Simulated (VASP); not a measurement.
# TiB2 (P6/mmm) in VASP: further runs

The runs below take TiB2 through single point, with PBE.

Program: VASP 6.6.1. These are calculated values, not measurements. Logs are shortened: lines on timing, memory, paths and dates and some standing lists are left out, and cuts for length are marked.

**1. The cell of the first run**

It takes space group P6/mmm (No. 191, hexagonal). Conventional cell: a = 2.925 Å, b = 2.925 Å, c = 3.117 Å, α = 90.00°, β = 90.00°, γ = 120.00°. Ti (site symmetry 6/mmm) has 12 B at 2.30 Å and 6 Ti at 2.92 Å within 3.0 Å. Within 2.2 Å of B (site symmetry -6m2) lie 3 B at 1.69 Å.

**2. Single point, PBE**

The input, INCAR:

```
PREC     = Accurate       # precision mode
ENCUT    = 520            # plane-wave cutoff, eV
EDIFF    = 1E-6           # SCF threshold, eV
ISMEAR   = 1              # smearing method
SIGMA    = 0.1            # smearing width, eV
LREAL    = F              # projectors in reciprocal space
LASPH    = T              # aspherical terms in the spheres
NELM     = 60             # most SCF steps
ALGO     = Normal         # electronic algorithm
ISIF     = 2              # what is computed and relaxed
LWAVE    = F              # write WAVECAR
LCHARG   = T              # write CHGCAR
GGA      = PE             # functional
LELF     = T              # ELF
LVHAR    = T            
NBANDS   = 16             # bands
```

The input, KPOINTS:

```
regular mesh
0
Gamma
  11 11 9
```

The input, POSCAR:

```
TiB2
1.0
    2.9246604438      0.0000000000      0.0000000000
   -1.4623302219      2.5328262320      0.0000000000
    0.0000000000      0.0000000000      3.1169859293
Ti B
1 2
Direct
    0.0000000000      0.0000000000      0.0000000000
    0.3333333333      0.6666666667      0.5000000000
    0.6666666667      0.3333333333      0.5000000000
```

Potentials or basis: VASP PAW PBE potentials, release 64 (Ti_sv, B).

Run with:

```bash
$ cat potpaw_PBE.64/Ti_sv/POTCAR potpaw_PBE.64/B/POTCAR > POTCAR
$ mpirun -np 1 vasp_std > vasp.out
```

OUTCAR:

```text
PREC = Accurate
   ENCUT = 520
   EDIFF = 1E-6
   ISMEAR = 1
   LREAL = F
   LASPH = T
   NELM = 60
   ISIF = 2
   GGA = PE

 ion  position               nearest neighbor table
   1  0.000  0.000  0.000-   2 2.30   2 2.30   3 2.30   3 2.30   2 2.30   3 2.30   2 2.30   3 2.30
                             3 2.30   3 2.30   2 2.30   2 2.30
   2  0.333  0.667  0.500-   3 1.69   3 1.69   3 1.69   1 2.30   1 2.30   1 2.30   1 2.30   1 2.30
                             1 2.30
   3  0.667  0.333  0.500-   2 1.69   2 1.69   2 1.69   1 2.30   1 2.30   1 2.30   1 2.30   1 2.30
                             1 2.30

  LATTYP: Found a hexagonal cell.
 ALAT       =     2.9246604438
 C/A-ratio  =     1.0657599366

  Lattice vectors:

 A1 = (   2.9246604438,   0.0000000000,   0.0000000000)
 A2 = (  -1.4623302219,   2.5328262320,   0.0000000000)
 A3 = (   0.0000000000,   0.0000000000,   3.1169859293)

Analysis of symmetry for initial positions (statically):
=====================================================================
 Subroutine PRICEL returns:
 Original cell was already a primitive cell.

 Routine SETGRP: Setting up the symmetry group for a
 hexagonal supercell.

 Subroutine GETGRP returns: Found 24 space group operations
 (whereof 24 operations were pure point group operations)
 out of a pool of 24 trial point group operations.

The static configuration has the point symmetry D_6h.

Analysis of symmetry for dynamics (positions and initial velocities):
=====================================================================
 Subroutine PRICEL returns:
 Original cell was already a primitive cell.

 Routine SETGRP: Setting up the symmetry group for a
 hexagonal supercell.

 Subroutine GETGRP returns: Found 24 space group operations
 (whereof 24 operations were pure point group operations)
 out of a pool of 24 trial point group operations.

The dynamic configuration has the point symmetry D_6h.

 Subroutine INISYM returns: Found 24 space group operations
 (whereof 24 operations are pure point group operations),
 and found     1 'primitive' translations

----------------------------------------------------------------------------------------

                                     Primitive cell

  volume of cell :      23.0896

  direct lattice vectors                    reciprocal lattice vectors
     2.924660444  0.000000000  0.000000000     0.341920035  0.197407937  0.000000000
[... 85 lines left out ...]
   LASPH  =      T    aspherical Exc in radial PAW
   ENCUT  =  520.0 eV  38.22 Ry    6.18 a.u.   5.44  5.44  5.80*2*pi/ulx,y,z
   NELM   =     60;   NELMIN=  2; NELMDL= -5     # of ELM steps
   EDIFF  = 0.1E-05   stopping-criterion for ELM
   LREAL  =      F    real-space projection
   EDIFFG = 0.1E-04   stopping-criterion for IOM
   NSW    =      0    number of steps for IOM
   IBRION =     -1    ionic relax: 0-MD 1-quasi-New 2-CG
   NFREE  =      0    steps in history (QN), initial steepest desc. (CG)
   ISIF   =      2    stress and relaxation
   ISYM   =      2    0-nonsym 1-usesym 2-fastsym
   POTIM  = 0.5000    time-step for ionic-motion
   TEBEG  =    0.0;   TEEND  =   0.0 temperature during run
   PSTRESS=    0.0 pullay stress
   NELECT =      18.0000    total number of electrons
   NUPDOWN=      -1.0000    fix difference up-down
   EMIN   =  10.00;   EMAX   =-10.00  energy-range for DOS
   EFERMI =   0.00;   METHOD = LEGACY
   ISMEAR =     1;   SIGMA  =   0.10  broadening in eV -4-tet -1-fermi 0-gaus
   EFERMI_NEDOS =   21; number of points for ismear=-14 and -15
   IALGO  =     38    algorithm
   IMIX   =      4    mixing-type and parameters
     AMIX     =   0.40;   BMIX     =  1.00
     AMIX_MAG =   1.60;   BMIX_MAG =  1.00
  volume/ion in A,a.u.               =       7.70        51.94
  Fermi-wavevector in a.u.,A,eV,Ry     =   1.506701  2.847252 30.887241  2.270148
  Thomas-Fermi vector in A             =   2.617384
   LORBIT       =      0    0 simple, 1 ext, 2 COOP (PROOUT), +10 PAW based schemes
   GGA     = PE    functional components
   LHFCALC =     F    Hartree Fock is set to
   AEXX    =    0.0000 exact exchange contribution
   IVDW    =     0    specifies the selected vdW correction
   LEPSILON=     F    determine dielectric tensor
   LRPA    =     F    only Hartree local field effects (RPA)
 non-spin polarized calculation
 Methfessel and Paxton  Order N= 1 SIGMA  =   0.10
  energy-cutoff  :      520.00
  volume of cell :       23.09
 maximum number of plane-waves:       642
 NGX is ok and might be reduce to    24
   NGX = 11   NGY = 11   NGZ = 11

 number of electron      17.9999999 magnetization

 Free energy of the ion-electron system (eV)
  ---------------------------------------------------
  ext. energy  EPLUGINS =         0.00000000
  ---------------------------------------------------
  free energy    TOTEN  =       -24.17830947 eV

  energy without entropy =      -24.17783860  energy(sigma->0) =      -24.17815252

 E-fermi :  11.1657     XC(G=0): -13.2843

 val. band max:       11.1394097045   @ k =   0.1818   0.1818   0.1111
 cond. band min:      11.1808191421   @ k =   0.0909   0.0000   0.3333
 fundamental gap:      0.0414094376
 Fermi energy:        11.1657007975

 k-point     1 :       0.0000    0.0000    0.0000
  band No.  band energies     occupation
      1     -45.5121      2.00000
      2     -21.8872      2.00000
      3     -21.4915      2.00000
      4     -21.4915      2.00000
      5      -2.8904      2.00000
      6       8.3557      2.00000
[... 433 lines left out ...]
      3     -21.7592      2.00000
      4     -21.5620      2.00000
      5      -1.5799      2.00000
      6       6.0321      2.00000
[... 8 lines left out ...]
     15      20.0316      0.00000
     16      21.1973      0.00000

 [... further k-points ...]
[... 5 lines left out ...]
  --------------------------------------------------------------------------------------
  -------------------------------------------------------------------------------------
  Total        5.1935606      5.1935442      4.0716157      0.0000000      0.0000000      0.0000000
  in kB      360.3795165    360.3783755    282.5281183      0.0000000      0.0000000      0.0000000
  external PRESSURE =     334.4286701 kB  Pullay stress =       0.0000000 kB

 VOLUME and BASIS-vectors are now :
 -----------------------------------------------------------------------------
  energy-cutoff  :      520.00
  volume of cell :       23.09
      direct lattice vectors                 reciprocal lattice vectors
     2.924660444  0.000000000  0.000000000     0.341920035  0.197407937  0.000000000
    -1.462330222  2.532826232  0.000000000     0.000000000  0.394815873  0.000000000
     0.000000000  0.000000000  3.116985929     0.000000000  0.000000000  0.320822751

 POSITION                                       TOTAL-FORCE (eV/Angst)
 -----------------------------------------------------------------------------------
      0.00000      0.00000      0.00000        -0.000000     -0.000000      0.000000
     -0.00000      1.68855      1.55849        -0.000000     -0.000000     -0.000000
      1.46233      0.84428      1.55849         0.000000      0.000000      0.000000
 -----------------------------------------------------------------------------------
    total drift:                               -0.000000      0.000000      0.000000

  FREE ENERGIE OF THE ION-ELECTRON SYSTEM (eV)
  ---------------------------------------------------
  free  energy   TOTEN  =       -24.1783094718 eV

  energy  without entropy=      -24.1778386016  energy(sigma->0) =      -24.17815252
```

Run time: 13 s. Hardware: 1 thread of Intel Xeon Platinum 8559C (Emerald Rapids), shared host; peak memory 0.15 GiB.

What came out:

```
Free energy            : -24.1783 eV
Pressure               : 33.4 GPa
Band gap on the k mesh : zero (band 9 reaches 11.42 eV, above the bottom of band 10 at 10.89 eV)
```

Levels at points of the mesh, in eV from the Fermi level:
| k point | band 5 | band 6 | band 7 | band 8 | band 9 | band 10 | band 11 | band 12 | band 13 | band 14 |
| --- | --- | --- | --- | --- | --- | --- | --- | --- | --- | --- |
| (0.00, 0.00, 0.00) | -14.06 | -2.81 | -2.81 | -2.36 | -2.33 | 2.23 | 2.23 | 4.20 | 4.20 | 6.28 |

**3. Single point, PBE**

This run uses another cell than the first one, of 7.91 Å³/atom, 1.028 times its volume.

The input, INCAR:

```
ALGO     = Normal         # electronic algorithm
EDIFF    = 1E-7           # SCF threshold, eV
ENCUT    = 520            # plane-wave cutoff, eV
GGA      = PE             # functional
ISIF     = 2              # what is computed and relaxed
ISMEAR   = 1              # smearing method
LASPH    = True           # aspherical terms in the spheres
LCHARG   = False          # write CHGCAR
LREAL    = False          # projectors in reciprocal space
LWAVE    = False          # write WAVECAR
NBANDS   = 16             # bands
NELM     = 80             # most SCF steps
PREC     = Accurate       # precision mode
SIGMA    = 0.1            # smearing width, eV
```

The input, KPOINTS:

```
k-points
0
Gamma
  11 11 9
```

The input, POSCAR:

```
TiB2
1.0
    2.9514936899      0.0000000000      0.0000000000
   -1.4757468450      2.5560644680      0.0000000000
    0.0000000000      0.0000000000      3.1455837279
Ti B
1 2
Direct
    0.0000000000      0.0000000000      0.0000000000
    0.3333333333      0.6666666667      0.5000000000
    0.6666666667      0.3333333333      0.5000000000
```

Potentials or basis: VASP PAW PBE potentials, release 64 (Ti_sv, B).

Run with:

```bash
$ cat potpaw_PBE.64/Ti_sv/POTCAR potpaw_PBE.64/B/POTCAR > POTCAR
$ mpirun -np 1 vasp_std > vasp.out
```

Wall time 13 s (1 thread of Intel Xeon Platinum 8559C (Emerald Rapids), shared host); peak memory 0.15 GiB.

Results (log left out):

| Property | Result |
| --- | --- |
| Free energy | -24.2925 eV |
| Pressure | 23.6 GPa |
| Band gap on the k mesh | zero (band 9 reaches 11.09 eV, above the bottom of band 10 at 10.58 eV) |

Stress tensor (GPa, compression positive):
```
25.57  0.00  0.00
 0.00 25.57  0.00
 0.00  0.00 19.69
```

Levels at points of the mesh, in eV from the Fermi level:
| k point | band 5 | band 6 | band 7 | band 8 | band 9 | band 10 | band 11 | band 12 | band 13 | band 14 |
| --- | --- | --- | --- | --- | --- | --- | --- | --- | --- | --- |
| (0.00, 0.00, 0.00) | -13.91 | -2.75 | -2.75 | -2.33 | -2.29 | 2.15 | 2.15 | 4.05 | 4.05 | 6.15 |

**4. Single point, PBE**

This run uses another cell than the first one, of 8.12 Å³/atom, 1.056 times its volume.

The input, INCAR:

```
PREC = Accurate
ENCUT = 520
EDIFF = 1E-6
ISMEAR = 1
SIGMA = 0.1
LREAL = False
LASPH = True
NELM = 80
ALGO = Normal
ISIF = 2
LWAVE = False
LCHARG = True
GGA = PE
LELF = True
LVHAR = True
NBANDS = 16
```

The input, KPOINTS:

```
Automatic mesh
0
Gamma
  11 11 9
```

The input, POSCAR:

```
TiB2
1.0
    2.9778477066      0.0000000000      0.0000000000
   -1.4889238533      2.5788876798      0.0000000000
    0.0000000000      0.0000000000      3.1736707830
Ti B
1 2
Direct
    0.0000000000      0.0000000000      0.0000000000
    0.3333333333      0.6666666667      0.5000000000
    0.6666666667      0.3333333333      0.5000000000
```

Run with:

```bash
$ cat potpaw_PBE.64/Ti_sv/POTCAR potpaw_PBE.64/B/POTCAR > POTCAR
$ mpirun -np 1 vasp_std > vasp.out
```

Run time: 13 s. Hardware: 1 thread of Intel Xeon Platinum 8559C (Emerald Rapids), shared host; peak memory 0.15 GiB.

The run converged. Its results:

| Item | Value |
| --- | --- |
| Free energy | -24.3696 eV |
| Pressure | 15.0 GPa |
| Band gap on the k mesh | zero (band 9 reaches 10.77 eV, above the bottom of band 10 at 10.29 eV) |

Stress tensor (GPa, compression positive):
```
16.36  0.00  0.00
 0.00 16.36  0.00
 0.00  0.00 12.23
```

Levels at points of the mesh, in eV from the Fermi level:
| k point | band 7 | band 8 | band 9 | band 10 | band 11 | band 12 |
| --- | --- | --- | --- | --- | --- | --- |
| (0.00, 0.00, 0.00) | -2.69 | -2.32 | -2.22 | 2.06 | 2.06 | 3.92 |

**5. Single point, PBE**

This run uses another cell than the first one, of 8.34 Å³/atom, 1.083 times its volume.

The input, INCAR:

```
ALGO = Normal ; EDIFF = 1E-6
ENCUT = 520 ; GGA = PE
ISIF = 2 ; ISMEAR = 1
LASPH = True ; LCHARG = False
LREAL = False ; LWAVE = False
NBANDS = 16 ; NELM = 80
PREC = Accurate ; SIGMA = 0.1
```

The input, KPOINTS:

```
k-points
0
Gamma
  11 11 9
```

The input, POSCAR:

```
TiB2
1.0
    3.0037433343      0.0000000000      0.0000000000
   -1.5018716671      2.6013139157      0.0000000000
    0.0000000000      0.0000000000      3.2012693055
Ti B
1 2
Direct
    0.0000000000      0.0000000000      0.0000000000
    0.3333333333      0.6666666667      0.5000000000
    0.6666666667      0.3333333333      0.5000000000
```

Run with:

```bash
$ cat potpaw_PBE.64/Ti_sv/POTCAR potpaw_PBE.64/B/POTCAR > POTCAR
$ mpirun -np 1 vasp_std > vasp.out
```

Wall time 13 s (1 thread of Intel Xeon Platinum 8559C (Emerald Rapids), shared host); peak memory 0.15 GiB.

Results (log left out):

```yaml
Free_energy: -24.4139 eV
Pressure: 7.3 GPa
Band_gap_on_the_k_mesh: zero (band 9 reaches 10.47 eV, above the bottom of band 10 at 10.01 eV)
```

Stress tensor (GPa, compression positive):
```
8.10 0.00 0.00
0.00 8.10 0.00
0.00 0.00 5.58
```

Levels at points of the mesh, in eV from the Fermi level:
```
           k point  band 5  band 6  band 7  band 8  band 9  band 10  band 11  band 12  band 13  band 14
(0.00, 0.00, 0.00)  -13.62   -2.63   -2.63   -2.31   -2.15     1.98     1.98     3.79     3.79     5.91
```

**6. The runs side by side**

| cell | gap on the mesh (eV) | pressure (GPa) |
| --- | --- | --- |
| a = 2.925, b = 2.925, c = 3.117 Å, angles 90.0, 90.0, 120.0°, 3 atoms | none | 33.4 |
| a = 2.951, b = 2.951, c = 3.146 Å, angles 90.0, 90.0, 120.0°, 3 atoms | none | 23.6 |
| a = 2.978, b = 2.978, c = 3.174 Å, angles 90.0, 90.0, 120.0°, 3 atoms | none | 15.0 |
| a = 3.004, b = 3.004, c = 3.201 Å, angles 90.0, 90.0, 120.0°, 3 atoms | none | 7.3 |

Alike in all rows: task single point; level PBE; potentials or basis VASP PAW PBE potentials, release 64 (Ti_sv, B); no spin polarisation; k mesh 11 × 11 × 9; cutoff (eV) 520; smearing methfessel-paxton 0.1 eV.

Total energies depend on the potentials used, so only differences within one code and one set of settings carry meaning.
